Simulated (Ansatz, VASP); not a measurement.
**SiC: VASP beside Ansatz**

INCAR

```
PREC     = Accurate       # precision mode
ENCUT    = 520            # plane-wave cutoff, eV
EDIFF    = 1E-6           # SCF threshold, eV
ISMEAR   = 0              # smearing method
SIGMA    = 0.05           # smearing width, eV
LREAL    = False          # projectors in reciprocal space
LASPH    = True           # aspherical terms in the spheres
NELM     = 60             # most SCF steps
ALGO     = Normal         # electronic algorithm
ISIF     = 2              # what is computed and relaxed
LWAVE    = False          # write WAVECAR
LCHARG   = False          # write CHGCAR
GGA      = PE             # functional
NBANDS   = 26             # bands
```

File KPOINTS:

```
Automatic mesh
0
Gamma
  10 10 3
```

The input POSCAR:

```
SiC
1.0
   -3.0917664073      0.0000000000      0.0000000000
    1.5458832036     -2.6775482513      0.0000000000
   -0.6183532815      0.0000000000     10.1480423548
Si C
4 4
Direct
    0.4854603135      0.3333333333      0.9060317656
    0.5854603135      0.3333333333      0.4060317656
    0.3021269802      0.6666666667      0.1560317656
    0.2021269802      0.6666666667      0.6560317656
    0.6478730198      0.3333333333      0.0939682344
    0.5478730198      0.3333333333      0.5939682344
    0.2645396865      0.6666666667      0.3439682344
    0.1645396865      0.6666666667      0.8439682344
```

Input for Ansatz:

```yaml
crystal:
  lattice:
    - [-3.0917664073, 0.0, 0.0]
    - [1.5458832036, -2.6775482513, 0.0]
    - [-0.6183532815, 0.0, 10.1480423548]
  atoms:
    - { symbol: Si, position: [0.4854603135, 0.3333333333, 0.9060317656] }
    - { symbol: Si, position: [0.5854603135, 0.3333333333, 0.4060317656] }
    - { symbol: Si, position: [0.3021269802, 0.6666666667, 0.1560317656] }
    - { symbol: Si, position: [0.2021269802, 0.6666666667, 0.6560317656] }
    - { symbol: C, position: [0.6478730198, 0.3333333333, 0.0939682344] }
    - { symbol: C, position: [0.5478730198, 0.3333333333, 0.5939682344] }
    - { symbol: C, position: [0.2645396865, 0.6666666667, 0.3439682344] }
    - { symbol: C, position: [0.1645396865, 0.6666666667, 0.8439682344] }
basis:
  ecutwfc: 420
kpoints:
  mp_grid: { grid: [10, 10, 3] }
hamiltonian:
  xc: pbe
scf:
  occupations: { method: gaussian, width: 0.05 }
output:
  forces: true
  stress: true
  eigenvalues: true
```

Alike in both runs: task single point; functional PBE; k mesh 10 × 10 × 3; occupations gaussian, width 0.05 eV; no spin polarisation.

|  | VASP | Ansatz |
| --- | --- | --- |
| version | VASP 6.6.1 | Ansatz 0.2.0 |
| potentials or method | VASP PAW PBE potentials, release 64 (Si, C), cutoff 520 eV | scalar-relativistic, plane waves, PAW |
| valence electrons in the cell | 32 | 32 |

Ansatz gave:

- gap on the k mesh at the Fermi level (eV): 2.00
- least direct gap on the mesh (eV): 3.53
- pressure (GPa): -0.6
- traceless stress, the component that is largest in VASP (GPa): 7.81
- rms of the force components (eV/Å): 0.448

Task: Which values does VASP return?

Result: gap on the k mesh at the Fermi level (eV): 2.00; least direct gap on the mesh (eV): 3.52; pressure (GPa): -0.6; traceless stress, the component that is largest in VASP (GPa): 7.83; rms of the force components (eV/Å): 0.448.

Atom by atom the forces differ by 0.002 eV/Å (rms over components). With one functional, cell and mesh, what is left measures potentials, basis and numerics.
